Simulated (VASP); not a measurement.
# Sn2Sb3 (R-3c) in VASP: further runs

Runs on Sn2Sb3. Level: PBE. Tasks: single point, relaxation of cell and atoms.

Program: VASP 6.6.1. These are calculated values, not measurements. Logs are shortened: lines on timing, memory, paths and dates and some standing lists are left out, and cuts for length are marked.

## Step 1: The cell of the first run

It takes space group R-3c (No. 167, trigonal). Conventional cell: a = 7.429 Å, b = 7.429 Å, c = 21.736 Å, α = 90.00°, β = 90.00°, γ = 120.00°. Sn (site symmetry 3) has 6 Sb at 3.06 to 3.10 Å within 4.0 Å. Sb (site symmetry 2) has 4 Sn at 3.06 to 3.10 Å and 2 Sb at 3.22 Å within 4.0 Å.

## Step 2: Single point, PBE

Input file INCAR:

```
SYSTEM = Sn2Sb3
ALGO = Normal ; EDIFF = 1E-7
ENCUT = 520 ; GGA = PE
ISIF = 2 ; ISMEAR = 0
LASPH = .True. ; LCHARG = .False.
LREAL = .False. ; LWAVE = .False.
NBANDS = 54 ; NELM = 60
PREC = Accurate ; SIGMA = 0.1
```

Input file KPOINTS:

```
k-points
0
Gamma
  3 3 3
  0 0 0
```

Input file POSCAR:

```
Sn2Sb3
1.0
    3.7143561862      2.1444845439      7.2454963576
   -3.7143561862      2.1444845439      7.2454963576
    0.0000000000     -4.2889690879      7.2454963576
Sn Sb
4 6
Direct
    0.8639464877      0.8639464877      0.8639464877
    0.6360535123      0.6360535123      0.6360535123
    0.1360535123      0.1360535123      0.1360535123
    0.3639464877      0.3639464877      0.3639464877
    0.0004243789      0.4995756211      0.7500000000
    0.7500000000      0.0004243789      0.4995756211
    0.4995756211      0.7500000000      0.0004243789
    0.9995756211      0.5004243789      0.2500000000
    0.2500000000      0.9995756211      0.5004243789
    0.5004243789      0.2500000000      0.9995756211
```

Potentials or basis: VASP PAW PBE potentials, release 64 (Sn_d, Sb).

The run is started by

```console
cat potpaw_PBE.64/Sn_d/POTCAR potpaw_PBE.64/Sb/POTCAR > POTCAR
mpirun -np 1 vasp_std > vasp.out
```

OUTCAR:

```text
SYSTEM = Sn2Sb3
   EDIFF = 1E-7
   ENCUT = 520
   GGA = PE
   ISIF = 2
   ISMEAR = 0
   LASPH = .True.
   LREAL = .False.
   NELM = 60
   PREC = Accurate

 ion  position               nearest neighbor table
   1  0.864  0.864  0.864-   9 3.06   8 3.06  10 3.06   7 3.10   6 3.10   5 3.10
   2  0.636  0.636  0.636-  10 3.06   8 3.06   9 3.06   6 3.10   7 3.10   5 3.10
   3  0.136  0.136  0.136-   6 3.06   5 3.06   7 3.06  10 3.10   9 3.10   8 3.10
   4  0.364  0.364  0.364-   7 3.06   5 3.06   6 3.06   9 3.10  10 3.10   8 3.10
   5  0.000  0.500  0.750-   3 3.06   4 3.06   1 3.10   2 3.10   6 3.22   7 3.22
   6  0.750  0.000  0.500-   3 3.06   4 3.06   2 3.10   1 3.10   7 3.22   5 3.22
   7  0.500  0.750  0.000-   4 3.06   3 3.06   1 3.10   2 3.10   6 3.22   5 3.22
   8  1.000  0.500  0.250-   1 3.06   2 3.06   3 3.10   4 3.10  10 3.22   9 3.22
   9  0.250  1.000  0.500-   1 3.06   2 3.06   4 3.10   3 3.10  10 3.22   8 3.22
  10  0.500  0.250  1.000-   2 3.06   1 3.06   3 3.10   4 3.10   9 3.22   8 3.22

  LATTYP: Found a trigonal (rhomboedric) cell.
 ALAT       =     8.4197668201
 COS(alpha) =     0.6107783737

  Lattice vectors:

 A1 = (   3.7143561862,   2.1444845439,   7.2454963576)
 A2 = (  -3.7143561862,   2.1444845439,   7.2454963576)
 A3 = (   0.0000000000,  -4.2889690879,   7.2454963576)

Analysis of symmetry for initial positions (statically):
=====================================================================
 Subroutine PRICEL returns:
 Original cell was already a primitive cell.

 Routine SETGRP: Setting up the symmetry group for a
 trigonal (rhombohedral) supercell.

 Subroutine GETGRP returns: Found 12 space group operations
 (whereof  6 operations were pure point group operations)
 out of a pool of 12 trial point group operations.

The static configuration has the point symmetry S_6 .
 The point group associated with its full space group is D_3d.

Analysis of symmetry for dynamics (positions and initial velocities):
=====================================================================
 Subroutine PRICEL returns:
 Original cell was already a primitive cell.

 Routine SETGRP: Setting up the symmetry group for a
 trigonal (rhombohedral) supercell.

 Subroutine GETGRP returns: Found 12 space group operations
 (whereof  6 operations were pure point group operations)
 out of a pool of 12 trial point group operations.

The dynamic configuration has the point symmetry S_6 .
 The point group associated with its full space group is D_3d.
[... 104 lines left out ...]
   POTIM  = 0.5000    time-step for ionic-motion
   TEBEG  =    0.0;   TEEND  =   0.0 temperature during run
   PSTRESS=    0.0 pullay stress
   NELECT =      86.0000    total number of electrons
   NUPDOWN=      -1.0000    fix difference up-down
   EMIN   =  10.00;   EMAX   =-10.00  energy-range for DOS
   EFERMI =   0.00;   METHOD = LEGACY
   ISMEAR =     0;   SIGMA  =   0.10  broadening in eV -4-tet -1-fermi 0-gaus
   EFERMI_NEDOS =   21; number of points for ismear=-14 and -15
   IALGO  =     38    algorithm
   IMIX   =      4    mixing-type and parameters
     AMIX     =   0.40;   BMIX     =  1.00
     AMIX_MAG =   1.60;   BMIX_MAG =  1.00
  volume/ion in A,a.u.               =      34.63       233.68
  Fermi-wavevector in a.u.,A,eV,Ry     =   1.029040  1.944604 14.407533  1.058924
  Thomas-Fermi vector in A             =   2.163068
   LORBIT       =      0    0 simple, 1 ext, 2 COOP (PROOUT), +10 PAW based schemes
   GGA     = PE    functional components
   LHFCALC =     F    Hartree Fock is set to
   AEXX    =    0.0000 exact exchange contribution
   IVDW    =     0    specifies the selected vdW correction
   LEPSILON=     F    determine dielectric tensor
   LRPA    =     F    only Hartree local field effects (RPA)
 non-spin polarized calculation
 Gauss-broadening in eV      SIGMA  =   0.10
  energy-cutoff  :      520.00
  volume of cell :      346.28
 maximum number of plane-waves:      9345
 NGX is ok and might be reduce to    64
   NGX = 31   NGY = 31   NGZ = 31

 number of electron      86.0000010 magnetization

 Free energy of the ion-electron system (eV)
  ---------------------------------------------------
  ext. energy  EPLUGINS =         0.00000000
  ---------------------------------------------------
  free energy    TOTEN  =       -38.17960247 eV

  energy without entropy =      -38.14882759  energy(sigma->0) =      -38.16421503

 E-fermi :   5.4080     XC(G=0):  -8.8502

 val. band max:        5.3542974897   @ k =   0.0000   0.0000   0.0000
 cond. band min:       5.5378316991   @ k =   0.3333  -0.0000   0.0000
 fundamental gap:      0.1835342094
 Fermi energy:         5.4080469208

 k-point     1 :       0.0000    0.0000    0.0000
  band No.  band energies     occupation
      1     -16.0429      2.00000
      2     -16.0429      2.00000
      3     -16.0426      2.00000
      4     -16.0412      2.00000
      5     -16.0392      2.00000
      6     -16.0392      2.00000
[... 331 lines left out ...]
     53       8.9332      0.00000
     54       9.0693      0.00000

------------------------ aborting loop because EDIFF is reached ----------------------------------------

  FORCE on cell =-STRESS in cart. coord.  units (eV):
  Direction    XX          YY          ZZ          XY          YZ          ZX
  --------------------------------------------------------------------------------------
  -------------------------------------------------------------------------------------
  Total       -0.1274425     -0.1274425      0.5038646      0.0000000     -0.0000000      0.0000000
  in kB       -0.5896565     -0.5896565      2.3313020      0.0000000     -0.0000000      0.0000000
  external PRESSURE =       0.3839963 kB  Pullay stress =       0.0000000 kB

 VOLUME and BASIS-vectors are now :
 -----------------------------------------------------------------------------
  energy-cutoff  :      520.00
  volume of cell :      346.28
      direct lattice vectors                 reciprocal lattice vectors
     3.714356186  2.144484544  7.245496358     0.134612831  0.077718754  0.046005590
    -3.714356186  2.144484544  7.245496358    -0.134612831  0.077718754  0.046005590
     0.000000000 -4.288969088  7.245496358     0.000000000 -0.155437508  0.046005590

 POSITION                                       TOTAL-FORCE (eV/Angst)
 -----------------------------------------------------------------------------------
      0.00000     -0.00000     18.77916        -0.000000     -0.000000      0.016196
      0.00000     -0.00000     13.82557        -0.000000      0.000000     -0.016196
      0.00000     -0.00000      2.95733        -0.000000      0.000000     -0.016196
      0.00000     -0.00000      7.91092        -0.000000     -0.000000      0.016196
     -1.85403     -2.14448      9.05687        -0.004221     -0.000000      0.000000
      2.78419     -0.53339      9.05687         0.002110     -0.003655      0.000000
     -0.93017      2.67788      9.05687         0.002110      0.003655      0.000000
      1.85403      2.14448     12.67962         0.004221     -0.000000      0.000000
     -2.78419      0.53339     12.67962        -0.002110      0.003655      0.000000
      0.93017     -2.67788     12.67962        -0.002110     -0.003655      0.000000
 -----------------------------------------------------------------------------------
    total drift:                                0.000000     -0.000000     -0.000000

  FREE ENERGIE OF THE ION-ELECTRON SYSTEM (eV)
  ---------------------------------------------------
  free  energy   TOTEN  =       -38.1796024749 eV

  energy  without entropy=      -38.1488275949  energy(sigma->0) =      -38.16421503
```

OSZICAR:

```text
N       E                     dE             d eps       ncg     rms          rms(c)
DAV:   1     0.816537774400E+03    0.81654E+03   -0.36867E+04   656   0.170E+03
DAV:   2     0.769982266037E+02   -0.73954E+03   -0.72233E+03   688   0.441E+02
DAV:   3    -0.317334295431E+02   -0.10873E+03   -0.10604E+03   750   0.171E+02
DAV:   4    -0.380687824143E+02   -0.63354E+01   -0.62380E+01   738   0.427E+01
DAV:   5    -0.382915800500E+02   -0.22280E+00   -0.22205E+00   896   0.823E+00    0.549E+00
DAV:   6    -0.381969507031E+02    0.94629E-01   -0.19922E-01   722   0.245E+00    0.319E+00
DAV:   7    -0.381775979116E+02    0.19353E-01   -0.16985E-01   760   0.209E+00    0.387E-01
DAV:   8    -0.381788245826E+02   -0.12267E-02   -0.32055E-02   736   0.116E+00    0.132E-01
DAV:   9    -0.381792331866E+02   -0.40860E-03   -0.26666E-03   832   0.277E-01    0.736E-02
DAV:  10    -0.381795293933E+02   -0.29621E-03   -0.57715E-04   876   0.930E-02    0.219E-02
DAV:  11    -0.381795901500E+02   -0.60757E-04   -0.10471E-04   760   0.542E-02    0.898E-03
DAV:  12    -0.381795973361E+02   -0.71862E-05   -0.20682E-05   708   0.219E-02    0.431E-03
DAV:  13    -0.381796014854E+02   -0.41492E-05   -0.81981E-06   722   0.924E-03    0.194E-03
DAV:  14    -0.381796021500E+02   -0.66461E-06   -0.13151E-06   674   0.473E-03    0.101E-03
DAV:  15    -0.381796023101E+02   -0.16006E-06   -0.11217E-07   450   0.241E-03    0.540E-04
DAV:  16    -0.381796024533E+02   -0.14328E-06   -0.71459E-08   420   0.118E-03    0.992E-05
DAV:  17    -0.381796024749E+02   -0.21617E-07   -0.13703E-08   414   0.650E-04
   1 F= -.38179602E+02 E0= -.38164215E+02  d E =-.307749E-01
```

stdout:

```text
POSCAR found type information on POSCAR SnSb
 POSCAR found :  2 types and      10 ions
 scaLAPACK will be used
 LDA part: xc-table for (Slater+PW92), standard interpolation
 POSCAR, INCAR and KPOINTS ok, starting setup
 FFT: planning ... GRIDC
 FFT: planning ... GRID_SOFT
 FFT: planning ... GRID
 WAVECAR not read
 entering main loop
```

It took 8 min on 1 thread of Intel Xeon 8259CL, shared host; peak memory 0.59 GiB.

What came out:

```yaml
Free_energy: -38.1796 eV
Pressure: 0.0 GPa
Largest_force: 0.016 eV/Å
Band_gap_on_the_k_mesh: zero (bands 43 and 44 overlap by 0.66 eV)
```

Forces on the atoms (eV/Å):
```
Sn   0.000  0.000  0.016
Sn   0.000  0.000 -0.016
Sn   0.000  0.000 -0.016
Sn   0.000  0.000  0.016
Sb  -0.004  0.000  0.000
Sb   0.002 -0.004  0.000
Sb   0.002  0.004  0.000
Sb   0.004  0.000  0.000
Sb  -0.002  0.004  0.000
Sb  -0.002 -0.004  0.000
```

Levels at points of the mesh, in eV from the Fermi level:
| k point | band 40 | band 41 | band 42 | band 43 | band 44 | band 45 | band 46 | band 47 |
| --- | --- | --- | --- | --- | --- | --- | --- | --- |
| (0.00, 0.00, 0.00) | -0.76 | -0.76 | -0.05 | 0.56 | 0.56 | 0.92 | 0.92 | 1.90 |

Caveat: spin-orbit coupling is left out, which moves the levels of the heavy elements.

[end of part 1 of 2]

The gap in the log of VASP goes by the Fermi energy; the results here count the filled bands.